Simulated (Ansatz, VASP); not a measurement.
## GdN in VASP and in Ansatz

```xyz
2
Lattice="0.0000 2.4500 2.4500 2.4500 0.0000 2.4500 2.4500 2.4500 0.0000" Properties=species:S:1:pos:R:3 pbc="T T T"
Gd    0.0000    0.0000    0.0000
N     0.0000    0.0000    2.1000
```

Alike in both runs: task single point; functional PBE; k mesh 3 × 3 × 3; occupations fermi-dirac, width 0.15 eV; collinear spin.

```csv
,VASP,Ansatz
version,VASP 6.6.1,Ansatz 0.2 development build
potentials or method,"VASP PAW PBE potentials, release 64 (Gd, N), cutoff 600 eV","all-electron full-potential LAPW, scalar-relativistic"
```

```tsv
	VASP	Ansatz	Ansatz less VASP
pressure (GPa)	14.5	14.2	-0.25
traceless stress, the component that is largest in VASP (GPa)	15.43	14.96	-0.463
rms of the force components (eV/Å)	1.182	1.148	-0.0341
net moment per atom (μB)	3.50	3.50	0.000
size of the moment on the site where the two differ most (μB)	6.79	6.90	+0.107
```

Site moments also hang on the region over which each program counts them. Atom by atom the forces differ by 0.034 eV/Å (rms over components). Ansatz ran all-electron here, and VASP with PAW potentials. Ansatz's warnings: stability check not made.

The k mesh is coarse, so the values compare programs but aren't converged. Neither program's run includes spin-orbit coupling.
